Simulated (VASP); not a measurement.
# C (Fd-3m) in VASP: single point with PBEsol

Aim: the single point of C with PBEsol.

Everything below comes from runs of VASP 6.6.1. Logs are shortened: lines on timing, memory, paths and dates and some standing lists are left out, and cuts for length are marked.

## (1) The cell of the first run

It takes space group Fd-3m (No. 227, cubic). Conventional cell: a = 3.567 Å, b = 3.567 Å, c = 3.567 Å, α = 90.00°, β = 90.00°, γ = 90.00°. Within 2.1 Å of C (site symmetry -43m) lie 4 C at 1.54 Å.

## (2) Single point, PBEsol

The input, INCAR:

```
ALGO = Normal ; EDIFF = 1E-6
ENCUT = 520 ; GGA = PS
ISIF = 2 ; ISMEAR = 0
LASPH = True ; LCHARG = False
LREAL = False ; LWAVE = False
NBANDS = 11 ; NELM = 60
PREC = Accurate ; SIGMA = 0.05
```

The input, KPOINTS:

```
k-points
0
Gamma
  12 12 12
```

The input, POSCAR:

```
C
1.0
    0.0000000000      1.7834000000      1.7834000000
    1.7834000000      0.0000000000      1.7834000000
    1.7834000000      1.7834000000      0.0000000000
C
2
Direct
    0.5000000000      0.5000000000      0.5000000000
    0.7500000000      0.7500000000      0.7500000000
```

Potentials or basis: VASP PAW PBE potentials, release 64 (C).

On the command line:

```console
> cat potpaw_PBE.64/C/POTCAR > POTCAR
> mpirun -np 1 vasp_std > vasp.out
```

OUTCAR:

```text
EDIFF = 1E-6
   ENCUT = 520
   GGA = PS
   ISIF = 2
   ISMEAR = 0
   LASPH = True
   LREAL = False
   NELM = 60
   PREC = Accurate

 ion  position               nearest neighbor table
   1  0.500  0.500  0.500-   2 1.54   2 1.54   2 1.54   2 1.54
   2  0.750  0.750  0.750-   1 1.54   1 1.54   1 1.54   1 1.54

  LATTYP: Found a face centered cubic cell.
 ALAT       =     3.5668000000

  Lattice vectors:

 A1 = (   0.0000000000,   1.7834000000,   1.7834000000)
 A2 = (   1.7834000000,   0.0000000000,   1.7834000000)
 A3 = (   1.7834000000,   1.7834000000,   0.0000000000)

Analysis of symmetry for initial positions (statically):
=====================================================================
 Subroutine PRICEL returns:
 Original cell was already a primitive cell.

 Routine SETGRP: Setting up the symmetry group for a
 face centered cubic supercell.

 Subroutine GETGRP returns: Found 48 space group operations
 (whereof 24 operations were pure point group operations)
 out of a pool of 48 trial point group operations.

The static configuration has the point symmetry T_d .
 The point group associated with its full space group is O_h .

Analysis of symmetry for dynamics (positions and initial velocities):
=====================================================================
 Subroutine PRICEL returns:
 Original cell was already a primitive cell.

 Routine SETGRP: Setting up the symmetry group for a
 face centered cubic supercell.

 Subroutine GETGRP returns: Found 48 space group operations
 (whereof 24 operations were pure point group operations)
 out of a pool of 48 trial point group operations.

The dynamic configuration has the point symmetry T_d .
 The point group associated with its full space group is O_h .

 Subroutine INISYM returns: Found 48 space group operations
 (whereof 24 operations are pure point group operations),
 and found     1 'primitive' translations

----------------------------------------------------------------------------------------

                                     Primitive cell

  volume of cell :      11.3443

  direct lattice vectors                    reciprocal lattice vectors
     0.000000000  1.783400000  1.783400000    -0.280363351  0.280363351  0.280363351
     1.783400000  0.000000000  1.783400000     0.280363351 -0.280363351  0.280363351
     1.783400000  1.783400000  0.000000000     0.280363351  0.280363351 -0.280363351

  length of vectors
     2.522108467  2.522108467  2.522108467     0.485603568  0.485603568  0.485603568

  position of ions in fractional coordinates (direct lattice)
     0.500000000  0.500000000  0.500000000
     0.750000000  0.750000000  0.750000000

  ion indices of the primitive-cell ions
   primitive index   ion index
                 1           1
                 2           2

----------------------------------------------------------------------------------------

 KPOINTS: k-points

Automatic generation of k-mesh.
 Grid dimensions read from file:
 generate k-points for:   12   12   12

 Generating k-lattice:

  Cartesian coordinates                     Fractional coordinates (reciprocal lattice)
    -0.023363613  0.023363613  0.023363613     0.083333333  0.000000000  0.000000000
     0.023363613 -0.023363613  0.023363613     0.000000000  0.083333333  0.000000000
     0.023363613  0.023363613 -0.023363613     0.000000000  0.000000000  0.083333333

  Length of vectors
     0.040466964  0.040466964  0.040466964

  Shift w.r.t. Gamma in fractional coordinates (k-lattice)
     0.000000000  0.000000000  0.000000000

 Subroutine IBZKPT returns following result:
 ===========================================

 Found     72 irreducible k-points:

 Following reciprocal coordinates:
            Coordinates               Weight
  0.000000  0.000000  0.000000      1.000000
  0.083333  0.000000  0.000000      8.000000
  0.166667  0.000000  0.000000      8.000000
  0.250000  0.000000  0.000000      8.000000
  0.333333  0.000000  0.000000      8.000000
  0.416667  0.000000  0.000000      8.000000
[... 16 lines left out ...]
  0.500000  0.166667  0.000000     24.000000
 -0.416667  0.166667  0.000000     24.000000
 [... further k-points ...]
   k-points           NKPTS =     72   k-points in BZ     NKDIM =     72   number of bands    NBANDS=     11
   number of dos      NEDOS =    301   number of ions     NIONS =      2
   total plane-waves  NPLWV =   8000
   dimension x,y,z NGX =    20 NGY =   20 NGZ =   20
   dimension x,y,z NGXF=    40 NGYF=   40 NGZF=   40
   ions per type =               2
   NGX,Y,Z   is equivalent  to a cutoff of  13.18, 13.18, 13.18 a.u.
   NGXF,Y,Z  is equivalent  to a cutoff of  26.37, 26.37, 26.37 a.u.
 SYSTEM =  unknown system
   PREC   = accura    normal or accurate (medium, high low for compatibility)
   ISTART =      0    job   : 0-new  1-cont  2-samecut
   ICHARG =      2    charge: 1-file 2-atom 10-const
   ISPIN  =      1    spin polarized calculation?
   LNONCOLLINEAR =      F non collinear calculations
   LSORBIT =      F    spin-orbit coupling
   LASPH  =      T    aspherical Exc in radial PAW
   ENCUT  =  520.0 eV  38.22 Ry    6.18 a.u.   4.69  4.69  4.69*2*pi/ulx,y,z
   NELM   =     60;   NELMIN=  2; NELMDL= -5     # of ELM steps
   EDIFF  = 0.1E-05   stopping-criterion for ELM
   LREAL  =      F    real-space projection
   EDIFFG = 0.1E-04   stopping-criterion for IOM
   NSW    =      0    number of steps for IOM
   IBRION =     -1    ionic relax: 0-MD 1-quasi-New 2-CG
   NFREE  =      0    steps in history (QN), initial steepest desc. (CG)
   ISIF   =      2    stress and relaxation
   ISYM   =      2    0-nonsym 1-usesym 2-fastsym
   POTIM  = 0.5000    time-step for ionic-motion
   TEBEG  =    0.0;   TEEND  =   0.0 temperature during run
   PSTRESS=    0.0 pullay stress
   NELECT =       8.0000    total number of electrons
   NUPDOWN=      -1.0000    fix difference up-down
   EMIN   =  10.00;   EMAX   =-10.00  energy-range for DOS
   EFERMI =   0.00;   METHOD = LEGACY
   ISMEAR =     0;   SIGMA  =   0.05  broadening in eV -4-tet -1-fermi 0-gaus
   EFERMI_NEDOS =   21; number of points for ismear=-14 and -15
   IALGO  =     38    algorithm
   IMIX   =      4    mixing-type and parameters
     AMIX     =   0.40;   BMIX     =  1.00
     AMIX_MAG =   1.60;   BMIX_MAG =  1.00
  volume/ion in A,a.u.               =       5.67        38.28
  Fermi-wavevector in a.u.,A,eV,Ry     =   1.457178  2.753668 28.890189  2.123369
  Thomas-Fermi vector in A             =   2.574010
   LORBIT       =      0    0 simple, 1 ext, 2 COOP (PROOUT), +10 PAW based schemes
   GGA     = PS    functional components
   LHFCALC =     F    Hartree Fock is set to
   AEXX    =    0.0000 exact exchange contribution
   IVDW    =     0    specifies the selected vdW correction
   LEPSILON=     F    determine dielectric tensor
   LRPA    =     F    only Hartree local field effects (RPA)
 non-spin polarized calculation
 Gauss-broadening in eV      SIGMA  =   0.05
  energy-cutoff  :      520.00
  volume of cell :       11.34
 maximum number of plane-waves:       316
   NGX =  9   NGY =  9   NGZ =  9

 number of electron       7.9999999 magnetization

 Free energy of the ion-electron system (eV)
  ---------------------------------------------------
  ext. energy  EPLUGINS =         0.00000000
  ---------------------------------------------------
  free energy    TOTEN  =       -19.24882881 eV

  energy without entropy =      -19.24882881  energy(sigma->0) =      -19.24882881

 E-fermi :  10.0775     XC(G=0): -13.4327

 val. band max:        9.7088800937   @ k =   0.0000   0.0000   0.0000
 cond. band min:      13.7440497956   @ k =   0.3333   0.3333   0.0000
 fundamental gap:      4.0351697019
 Fermi energy:        10.0775412311

 k-point     1 :       0.0000    0.0000    0.0000
  band No.  band energies     occupation
      1     -11.8126      2.00000
      2       9.7089      2.00000
      3       9.7089      2.00000
      4       9.7089      2.00000
      5      15.2478      0.00000
      6      15.2478      0.00000
      7      15.2478      0.00000
      8      23.0764      0.00000
      9      28.6652      0.00000
     10      36.1754      0.00000
     11      36.1755      0.00000

 k-point     2 :       0.0833    0.0000    0.0000
  band No.  band energies     occupation
      1     -11.6197      2.00000
      2       8.4739      2.00000
      3       9.3831      2.00000
      4       9.3831      2.00000
      5      15.6737      0.00000
      6      15.6737      0.00000
      7      15.9675      0.00000
      8      23.2314      0.00000
      9      28.9917      0.00000
     10      33.9488      0.00000
     11      33.9488      0.00000

 k-point     3 :       0.1667    0.0000    0.0000
  band No.  band energies     occupation
      1     -11.0434      2.00000
      2       5.9318      2.00000
      3       8.6781      2.00000
      4       8.6781      2.00000
      5      16.5958      0.00000
      6      16.5958      0.00000
      7      17.0622      0.00000
      8      23.6734      0.00000
      9      29.6761      0.00000
     10      32.3416      0.00000
     11      32.3416      0.00000

 k-point     4 :       0.2500    0.0000    0.0000
  band No.  band energies     occupation
      1     -10.0917      2.00000
      2       3.0859      2.00000
      3       7.9530      2.00000
      4       7.9530      2.00000
      5      17.4487      0.00000
      6      17.4487      0.00000
      7      17.8227      0.00000
      8      24.2841      0.00000
      9      30.1235      0.00000
     10      31.9255      0.00000
     11      31.9255      0.00000

 k-point     5 :       0.3333    0.0000    0.0000
  band No.  band energies     occupation
      1      -8.7849      2.00000
      2       0.2959      2.00000
      3       7.3785      2.00000
      4       7.3785      2.00000
      5      17.9254      0.00000
      6      17.9254      0.00000
      7      18.2582      0.00000
      8      24.8312      0.00000
      9      30.3892      0.00000
     10      32.7647      0.00000
     11      32.7647      0.00000
[... 211 lines left out ...]
 k-point    21 :       0.3333    0.1667    0.0000
  band No.  band energies     occupation
      1      -9.0244      2.00000
      2       2.4612      2.00000
      3       5.8474      2.00000
      4       6.2738      2.00000
      5      15.6363      0.00000
      6      20.4702      0.00000
      7      20.5260      0.00000
      8      21.3381      0.00000
      9      30.5226      0.00000
     10      31.1275      0.00000
     11      36.5937      0.00000

 k-point    22 :       0.4167    0.1667    0.0000
  band No.  band energies     occupation
      1      -7.6238      2.00000
      2      -0.1039      2.00000
      3       5.4230      2.00000
      4       5.6297      2.00000
      5      16.2825      0.00000
      6      20.6504      0.00000
      7      20.8007      0.00000
      8      22.2545      0.00000
      9      30.5555      0.00000
     10      32.0375      0.00000
     11      36.9517      0.00000

 k-point    23 :       0.5000    0.1667    0.0000
  band No.  band energies     occupation
      1      -6.0234      2.00000
      2      -2.3652      2.00000
      3       4.6998      2.00000
      4       5.7194      2.00000
      5      16.6925      0.00000
      6      20.3726      0.00000
      7      20.9154      0.00000
      8      23.8703      0.00000
      9      29.6328      0.00000
     10      33.3842      0.00000
     11      36.1319      0.00000

 k-point    24 :      -0.4167    0.1667    0.0000
  band No.  band energies     occupation
      1      -5.5812      2.00000
      2      -2.8942      2.00000
      3       4.2084      2.00000
      4       6.1013      2.00000
      5      17.1315      0.00000
      6      19.8819      0.00000
      7      20.8871      0.00000
      8      25.0471      0.00000
      9      28.9355      0.00000
     10      33.7253      0.00000
     11      34.1080      0.00000

 [... further k-points ...]
[... 5 lines left out ...]
  --------------------------------------------------------------------------------------
  -------------------------------------------------------------------------------------
  Total       -0.2676049     -0.2676049     -0.2676049      0.0000000     -0.0000000     -0.0000000
  in kB      -37.7944755    -37.7944755    -37.7944755      0.0000000     -0.0000000     -0.0000000
  external PRESSURE =     -37.7944755 kB  Pullay stress =       0.0000000 kB

 VOLUME and BASIS-vectors are now :
 -----------------------------------------------------------------------------
  energy-cutoff  :      520.00
  volume of cell :       11.34
      direct lattice vectors                 reciprocal lattice vectors
     0.000000000  1.783400000  1.783400000    -0.280363351  0.280363351  0.280363351
     1.783400000  0.000000000  1.783400000     0.280363351 -0.280363351  0.280363351
     1.783400000  1.783400000  0.000000000     0.280363351  0.280363351 -0.280363351

 POSITION                                       TOTAL-FORCE (eV/Angst)
 -----------------------------------------------------------------------------------
      1.78340      1.78340      1.78340        -0.000000     -0.000000     -0.000000
      2.67510      2.67510      2.67510         0.000000      0.000000      0.000000
 -----------------------------------------------------------------------------------
    total drift:                                0.000000     -0.000000      0.000000

  FREE ENERGIE OF THE ION-ELECTRON SYSTEM (eV)
  ---------------------------------------------------
  free  energy   TOTEN  =       -19.2488288129 eV

  energy  without entropy=      -19.2488288129  energy(sigma->0) =      -19.24882881
```

Run time: 6.7 s. Hardware: 1 thread of AMD EPYC 7R43 (Zen 3), shared host; peak memory 0.08 GiB.

Results:

```yaml
Free_energy: -19.2488 eV
Pressure: -3.8 GPa
Band_gap_on_the_k_mesh: 4.04 eV, indirect (least direct gap 5.54 eV)
```

Caveat: the PAW data sets were made with another functional, which shifts forces and pressure a little. A hybrid or GW would open this gap; PBEsol tends to underestimate it.
